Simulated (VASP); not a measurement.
# Cs (P6/mmm) in VASP: further runs

The runs below take Cs through single point, with LDA.

Program: VASP 6.6.1. These are calculated values, not measurements. Logs are shortened: lines on timing, memory, paths and dates and some standing lists are left out, and cuts for length are marked.

## Step 1: The cell of the first run

It takes space group P6/mmm (No. 191, hexagonal). The conventional cell has a = 7.881 Å, b = 7.881 Å, c = 4.716 Å, α = 90.00°, β = 90.00°, γ = 120.00°.

This isn't the form of Cs at room conditions, which is bcc.

## Step 2: Single point, LDA (84.56 Å³/atom)

The input, INCAR:

```
ALGO     = Normal         # electronic algorithm
EDIFF    = 1E-7           # SCF threshold, eV
ENCUT    = 520            # plane-wave cutoff, eV
GGA      = CA             # functional
ISIF     = 2              # what is computed and relaxed
ISMEAR   = -1             # smearing method
LASPH    = T              # aspherical terms in the spheres
LCHARG   = F              # write CHGCAR
LREAL    = F              # projectors in reciprocal space
LWAVE    = F              # write WAVECAR
NBANDS   = 20             # bands
NELM     = 80             # most SCF steps
PREC     = Accurate       # precision mode
SIGMA    = 0.1            # smearing width, eV
```

The input, KPOINTS:

```
k-points
0
Gamma
  5 5 7
```

The input, POSCAR:

```
Cs
1.0
    7.8811083195      0.0000000000      0.0000000000
   -3.9405541598      6.8252400147      0.0000000000
    0.0000000000      0.0000000000      4.7159172652
Cs
3
Direct
    0.0000000000      1.0000000000      0.0000000000
    0.3333333333      0.6666666667      0.5000000000
    0.6666666667      0.3333333333      0.5000000000
```

Potentials or basis: VASP PAW LDA potentials, release 64 (Cs_sv).

On the command line:

```console
$ cat potpaw_LDA.64/Cs_sv/POTCAR > POTCAR
$ mpirun -np 1 vasp_std > vasp.out
```

OUTCAR:

```text
EDIFF = 1E-7
   ENCUT = 520
   GGA = CA
   ISIF = 2
   ISMEAR = -1
   LASPH = T
   LREAL = F
   NELM = 80
   PREC = Accurate

 ion  position               nearest neighbor table
   1  0.000  0.000  0.000-
   2  0.333  0.667  0.500-
   3  0.667  0.333  0.500-

  LATTYP: Found a hexagonal cell.
 ALAT       =     7.8811083195
 C/A-ratio  =     0.5983824957

  Lattice vectors:

 A1 = (   7.8811083195,   0.0000000000,   0.0000000000)
 A2 = (  -3.9405541598,   6.8252400147,   0.0000000000)
 A3 = (   0.0000000000,   0.0000000000,   4.7159172652)

Analysis of symmetry for initial positions (statically):
=====================================================================
 Subroutine PRICEL returns:
 Original cell was already a primitive cell.

 Routine SETGRP: Setting up the symmetry group for a
 hexagonal supercell.

 Subroutine GETGRP returns: Found 24 space group operations
 (whereof 24 operations were pure point group operations)
 out of a pool of 24 trial point group operations.

The static configuration has the point symmetry D_6h.

Analysis of symmetry for dynamics (positions and initial velocities):
=====================================================================
 Subroutine PRICEL returns:
 Original cell was already a primitive cell.

 Routine SETGRP: Setting up the symmetry group for a
 hexagonal supercell.

 Subroutine GETGRP returns: Found 24 space group operations
 (whereof 24 operations were pure point group operations)
 out of a pool of 24 trial point group operations.

The dynamic configuration has the point symmetry D_6h.

 Subroutine INISYM returns: Found 24 space group operations
 (whereof 24 operations are pure point group operations),
 and found     1 'primitive' translations

----------------------------------------------------------------------------------------

                                     Primitive cell

  volume of cell :     253.6713

  direct lattice vectors                    reciprocal lattice vectors
[... 74 lines left out ...]
 SYSTEM =  unknown system
   PREC   = accura    normal or accurate (medium, high low for compatibility)
   ISTART =      0    job   : 0-new  1-cont  2-samecut
   ICHARG =      2    charge: 1-file 2-atom 10-const
   ISPIN  =      1    spin polarized calculation?
   LNONCOLLINEAR =      F non collinear calculations
   LSORBIT =      F    spin-orbit coupling
   LASPH  =      T    aspherical Exc in radial PAW
   ENCUT  =  520.0 eV  38.22 Ry    6.18 a.u.  14.65 14.65  8.77*2*pi/ulx,y,z
   NELM   =     80;   NELMIN=  2; NELMDL= -5     # of ELM steps
   EDIFF  = 0.1E-06   stopping-criterion for ELM
   LREAL  =      F    real-space projection
   EDIFFG = 0.1E-05   stopping-criterion for IOM
   NSW    =      0    number of steps for IOM
   IBRION =     -1    ionic relax: 0-MD 1-quasi-New 2-CG
   NFREE  =      0    steps in history (QN), initial steepest desc. (CG)
   ISIF   =      2    stress and relaxation
   ISYM   =      2    0-nonsym 1-usesym 2-fastsym
   POTIM  = 0.5000    time-step for ionic-motion
   TEBEG  =    0.0;   TEEND  =   0.0 temperature during run
   PSTRESS=    0.0 pullay stress
   NELECT =      27.0000    total number of electrons
   NUPDOWN=      -1.0000    fix difference up-down
   EMIN   =  10.00;   EMAX   =-10.00  energy-range for DOS
   EFERMI =   0.00;   METHOD = LEGACY
   ISMEAR =    -1;   SIGMA  =   0.10  broadening in eV -4-tet -1-fermi 0-gaus
   EFERMI_NEDOS =   21; number of points for ismear=-14 and -15
   IALGO  =     38    algorithm
   IMIX   =      4    mixing-type and parameters
     AMIX     =   0.40;   BMIX     =  1.00
     AMIX_MAG =   1.60;   BMIX_MAG =  1.00
  volume/ion in A,a.u.               =      84.56       570.62
  Fermi-wavevector in a.u.,A,eV,Ry     =   0.775840  1.466125  8.189728  0.601928
  Thomas-Fermi vector in A             =   1.878192
   LORBIT       =      0    0 simple, 1 ext, 2 COOP (PROOUT), +10 PAW based schemes
   GGA     = CA    functional components
   LHFCALC =     F    Hartree Fock is set to
   AEXX    =    0.0000 exact exchange contribution
   IVDW    =     0    specifies the selected vdW correction
   LEPSILON=     F    determine dielectric tensor
   LRPA    =     F    only Hartree local field effects (RPA)
 non-spin polarized calculation
  energy-cutoff  :      520.00
  volume of cell :      253.67
 maximum number of plane-waves:      6858
 NGX is ok and might be reduce to    60
   NGX = 29   NGY = 29   NGZ = 17

 number of electron      26.9999998 magnetization

 Free energy of the ion-electron system (eV)
  ---------------------------------------------------
  ext. energy  EPLUGINS =         0.00000000
  ---------------------------------------------------
  free energy    TOTEN  =        -2.98059641 eV

  energy without entropy =       -2.85629135  energy(sigma->0) =       -2.91844388

 E-fermi :   1.1555     XC(G=0):  -6.3924

 val. band max:        1.1283547959   @ k =   0.4000   0.2000   0.4286
 cond. band min:       1.1679698289   @ k =   0.4000  -0.0000   0.2857
 fundamental gap:      0.0396150330
 Fermi energy:         1.1554624198

 k-point     1 :       0.0000    0.0000    0.0000
  band No.  band energies     occupation
      1     -22.5650      2.00000
      2     -22.5295      2.00000
      3     -22.4241      2.00000
      4      -9.5273      2.00000
      5      -9.5273      2.00000
      6      -9.3628      2.00000
[... 449 lines left out ...]
     19       2.7509      0.00000
     20       3.1816      0.00000

------------------------ aborting loop because EDIFF is reached ----------------------------------------

  FORCE on cell =-STRESS in cart. coord.  units (eV):
  Direction    XX          YY          ZZ          XY          YZ          ZX
  --------------------------------------------------------------------------------------
  -------------------------------------------------------------------------------------
  Total        0.5799389      0.5799389      0.6040996     -0.0000000      0.0000000      0.0000000
  in kB        3.6628696      3.6628696      3.8154671     -0.0000000      0.0000000      0.0000000
  external PRESSURE =       3.7137354 kB  Pullay stress =       0.0000000 kB

 VOLUME and BASIS-vectors are now :
 -----------------------------------------------------------------------------
  energy-cutoff  :      520.00
  volume of cell :      253.67
      direct lattice vectors                 reciprocal lattice vectors
     7.881108320  0.000000000  0.000000000     0.126885707  0.073257497  0.000000000
    -3.940554160  6.825240015  0.000000000     0.000000000  0.146514994  0.000000000
     0.000000000  0.000000000  4.715917265     0.000000000  0.000000000  0.212047825

 POSITION                                       TOTAL-FORCE (eV/Angst)
 -----------------------------------------------------------------------------------
      0.00000      0.00000      0.00000         0.000000      0.000000      0.000000
     -0.00000      4.55016      2.35796         0.000000     -0.000000     -0.000000
      3.94055      2.27508      2.35796        -0.000000      0.000000      0.000000
 -----------------------------------------------------------------------------------
    total drift:                                0.000000     -0.000000      0.000000

  FREE ENERGIE OF THE ION-ELECTRON SYSTEM (eV)
  ---------------------------------------------------
  free  energy   TOTEN  =        -2.9805964052 eV

  energy  without entropy=       -2.8562913494  energy(sigma->0) =       -2.91844388
```

OSZICAR:

```text
N       E                     dE             d eps       ncg     rms          rms(c)
DAV:   1     0.198807293924E+03    0.19881E+03   -0.93585E+03   800   0.102E+03
DAV:   2     0.209913227411E+02   -0.17782E+03   -0.17448E+03  1052   0.182E+02
DAV:   3    -0.257246844609E+01   -0.23564E+02   -0.23486E+02   956   0.709E+01
DAV:   4    -0.298863838957E+01   -0.41617E+00   -0.41547E+00   980   0.122E+01
DAV:   5    -0.299278734094E+01   -0.41490E-02   -0.41473E-02  1116   0.110E+00    0.330E-01
DAV:   6    -0.298379142040E+01    0.89959E-02   -0.10697E-02   996   0.452E-01    0.180E-01
DAV:   7    -0.298057300930E+01    0.32184E-02   -0.11790E-02   956   0.461E-01    0.767E-02
DAV:   8    -0.298059013513E+01   -0.17126E-04   -0.39136E-04  1128   0.104E-01    0.112E-02
DAV:   9    -0.298059644939E+01   -0.63143E-05   -0.12092E-05  1108   0.184E-02    0.517E-03
DAV:  10    -0.298059635041E+01    0.98977E-07   -0.10734E-06  1116   0.488E-03    0.104E-03
DAV:  11    -0.298059640524E+01   -0.54830E-07   -0.15043E-07   872   0.169E-03
   1 F= -.29805964E+01 E0= -.29184439E+01  d E =-.124305E+00
```

It took 61 s on 1 thread of Intel Xeon Platinum 8259CL at 2.50GHz (Skylake/Cascade Lake), shared host; peak memory 0.3 GiB.

Results:

```yaml
Free_energy: -2.9806 eV
Pressure: 0.4 GPa
Band_gap_on_the_k_mesh: zero (an odd number of electrons rules out a gap without spin polarisation)
```

Caveat: spin-orbit coupling is left out, which moves the levels of the heavy elements.

## Step 3: Single point, LDA (88.40 Å³/atom)

This run uses another cell than the first one, of 88.40 Å³/atom.

The input, INCAR:

```
SYSTEM = Cs
ALGO = Normal ; EDIFF = 1E-6
ENCUT = 520 ; ISIF = 2
ISMEAR = -1 ; LASPH = .True.
LCHARG = .False. ; LREAL = .False.
LWAVE = .False. ; NBANDS = 20
NELM = 100 ; PREC = Accurate
SIGMA = 0.1
```

The input, KPOINTS:

```
k-points
0
Gamma
  5 5 7
  0 0 0
```

The input, POSCAR:

```
Cs
1.0
    7.9987541464      0.0000000000      0.0000000000
   -3.9993770732      6.9271242894      0.0000000000
    0.0000000000      0.0000000000      4.7863144687
Cs
3
Direct
    0.0000000000      1.0000000000      0.0000000000
    0.3333333333      0.6666666667      0.5000000000
    0.6666666667      0.3333333333      0.5000000000
```

Potentials or basis: VASP PAW LDA potentials, release 64 (Cs_sv).

On the command line:

```console
$ cat potpaw_LDA.64/Cs_sv/POTCAR > POTCAR
$ mpirun -np 1 vasp_std > vasp.out
```

Run time: 54 s. Hardware: 1 thread of Intel Xeon Platinum 8259CL at 2.50GHz (Skylake/Cascade Lake), shared host; peak memory 0.29 GiB.

The run converged. Its results:

```
Free energy            : -3.0026 eV
Pressure               : 0.2 GPa
Band gap on the k mesh : zero (an odd number of electrons rules out a gap without spin polarisation)
```

Levels at points of the mesh, in eV from the Fermi level:
| k point | band 11 | band 12 | band 13 | band 14 | band 15 | band 16 |
| --- | --- | --- | --- | --- | --- | --- |
| (0.00, 0.00, 0.00) | -10.35 | -10.30 | -1.93 | 0.56 | 1.04 | 1.04 |

Caveat: spin-orbit coupling is left out, which moves the levels of the heavy elements.

## Step 4: Single point, LDA (92.24 Å³/atom)

This run uses another cell than the first one, of 92.24 Å³/atom.

The input, INCAR:

```
SYSTEM = Cs
PREC = Accurate ; ENCUT = 520
EDIFF = 1E-6 ; ISMEAR = -1
SIGMA = 0.1 ; LREAL = .False.
LASPH = .True. ; NELM = 100
ALGO = Normal ; ISIF = 2
LWAVE = .False. ; LCHARG = .False.
NBANDS = 20
```

The input, KPOINTS:

```
Automatic mesh
0
Gamma
  5 5 7
  0 0 0
```

The input, POSCAR:

```
Cs
1.0
    8.1130375031      0.0000000000      0.0000000000
   -4.0565187516      7.0260965795      0.0000000000
    0.0000000000      0.0000000000      4.8546996289
Cs
3
Direct
    0.0000000000      1.0000000000      0.0000000000
    0.3333333333      0.6666666667      0.5000000000
    0.6666666667      0.3333333333      0.5000000000
```

On the command line:

```console
$ cat potpaw_LDA.64/Cs_sv/POTCAR > POTCAR
$ mpirun -np 1 vasp_std > vasp.out
```

It took 57 s on 1 thread of Intel Xeon Platinum 8259CL at 2.50GHz (Skylake/Cascade Lake), shared host; peak memory 0.3 GiB.

It converged, with:

- Free energy: -3.0150 eV
- Pressure: 0.1 GPa
- Band gap on the k mesh: zero (an odd number of electrons rules out a gap without spin polarisation)

Levels at points of the mesh, in eV from the Fermi level:
```tsv
k point	band 10	band 11	band 12	band 13	band 14	band 15	band 16	band 17
(0.00, 0.00, 0.00)	-10.38	-10.38	-10.33	-1.89	0.59	1.01	1.01	1.03
```

Caveat: spin-orbit coupling is left out, which moves the levels of the heavy elements.

## Step 5: Single point, LDA

This run uses another cell than the first one, of 96.09 Å³/atom.

The input, INCAR:

```
ALGO = Normal
EDIFF = 1E-7
ENCUT = 520
ISIF = 2
ISMEAR = -1
LASPH = T
LCHARG = T
LELF = T
LREAL = F
LVHAR = T
LWAVE = F
NBANDS = 20
NELM = 100
PREC = Accurate
SIGMA = 0.1
```

The input, KPOINTS:

```
k-points
0
Gamma
  5 5 6
```

The input, POSCAR:

```
Cs
1.0
    8.2241888152      0.0000000000      0.0000000000
   -4.1120944076      7.1223564395      0.0000000000
    0.0000000000      0.0000000000      4.9212106285
Cs
3
Direct
    0.0000000000      1.0000000000      0.0000000000
    0.3333333333      0.6666666667      0.5000000000
    0.6666666667      0.3333333333      0.5000000000
```

On the command line:

```console
$ cat potpaw_LDA.64/Cs_sv/POTCAR > POTCAR
$ mpirun -np 1 vasp_std > vasp.out
```

Run time: 80 s. Hardware: 1 thread of Intel Xeon Platinum 8259CL at 2.50GHz (Skylake/Cascade Lake), shared host; peak memory 0.34 GiB.

The run converged. Its results:

```yaml
Free_energy: -3.0133 eV
Pressure: 0.0 GPa
Band_gap_on_the_k_mesh: zero (an odd number of electrons rules out a gap without spin polarisation)
```

Levels at points of the mesh, in eV from the Fermi level:
```
           k point  band 9  band 10  band 11  band 12  band 13  band 14  band 15  band 16  band 17  band 18
(0.00, 0.00, 0.00)  -10.45   -10.42   -10.42   -10.38    -1.86     0.60     0.98     0.98     1.00     1.00
(0.00, 0.00, 0.50)  -10.48   -10.48   -10.46   -10.46    -0.17     0.16     0.61     0.61     0.85     0.85
```

Caveat: spin-orbit coupling is left out, which moves the levels of the heavy elements.

## Step 6: Overview

| cell | k mesh | gap on the mesh (eV) | pressure (GPa) |
| --- | --- | --- | --- |
| a = 7.881, b = 7.881, c = 4.716 Å, angles 90.0, 90.0, 120.0°, 3 atoms | 5 × 5 × 7 | none | 0.4 |
| a = 7.999, b = 7.999, c = 4.786 Å, angles 90.0, 90.0, 120.0°, 3 atoms | 5 × 5 × 7 | none | 0.2 |
| a = 8.113, b = 8.113, c = 4.855 Å, angles 90.0, 90.0, 120.0°, 3 atoms | 5 × 5 × 7 | none | 0.1 |
| a = 8.224, b = 8.224, c = 4.921 Å, angles 90.0, 90.0, 120.0°, 3 atoms | 5 × 5 × 6 | none | 0.0 |

Alike in all rows: task single point; level LDA; potentials or basis VASP PAW LDA potentials, release 64 (Cs_sv); no spin polarisation; cutoff (eV) 520; smearing fermi-dirac 0.1 eV.

Caveats: spin-orbit coupling is left out, which moves the levels of the heavy elements.

Absolute energies hang on the potentials; compare differences alone.

The gap in the log of VASP goes by the Fermi energy; the results here count the filled bands.